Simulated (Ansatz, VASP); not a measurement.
## Te2Mo in VASP and in Ansatz

INCAR

```
  ALGO = Normal
  EDIFF = 1E-6
  ENCUT = 500
  GGA = PE
  GGA_COMPAT = False
  ISIF = 2
  ISMEAR = -1
  LASPH = True
  LCHARG = False
  LREAL = False
  LWAVE = False
  NBANDS = 20
  NELM = 120
  PREC = Accurate
  SIGMA = 0.14
```

The input KPOINTS:

```
k-points
0
Gamma
  6 6 1
```

Contents of POSCAR:

```
Te2Mo
1.0
    3.5602328140      0.0000000000      0.0000000000
   -1.7801164070      3.0832520603      0.0000000000
    0.0000000000      0.0000000000     17.5240578200
Te Mo
2 1
Direct
    0.3333333333      0.6666666667      0.8978554500
    0.3333333333      0.6666666667      0.1021445500
    0.0000000000      0.0000000000      0.0000000000
```

Input for Ansatz:

```yaml
crystal:
  lattice:
    - [3.560232814, 0.0, 0.0]
    - [-1.780116407, 3.0832520603, 0.0]
    - [0.0, 0.0, 17.52405782]
  atoms:
    - { symbol: Te, position: [0.3333333333, 0.6666666667, 0.89785545] }
    - { symbol: Te, position: [0.3333333333, 0.6666666667, 0.10214455] }
    - { symbol: Mo, position: [0.0, 0.0, 0.0] }
basis:
  ecutwfc: 420
kpoints:
  mp_grid: { grid: [6, 6, 1] }
hamiltonian:
  xc: pbe
scf:
  occupations: { method: fermi_dirac, width: 0.14 }
output:
  forces: true
  stress: true
  eigenvalues: true
```

Alike in both runs: task single point; functional PBE; k mesh 6 × 6 × 1; occupations fermi-dirac, width 0.14 eV; no spin polarisation.

|  | VASP | Ansatz |
| --- | --- | --- |
| version | VASP 6.6.1 | Ansatz 0.2.0 |
| potentials or method | VASP PAW PBE potentials, release 64 (Te, Mo_sv), cutoff 500 eV | scalar-relativistic, plane waves, PAW |
| valence electrons in the cell | 26 | 46 |

```csv
,VASP,Ansatz,Ansatz less VASP
gap on the k mesh at the Fermi level (eV),1.05,1.05,+0.001
least direct gap on the mesh (eV),1.05,1.05,+0.001
rms of the force components (eV/Å),0.112,0.105,-0.0067
```

Atom by atom the forces differ by 0.007 eV/Å (rms over components). With one functional, cell and mesh, what is left measures potentials, basis and numerics. VASP's potentials hold 26 valence electrons a cell and Ansatz's 46, so a difference there can come from the potentials and not from the codes.

Spin-orbit coupling is off throughout.
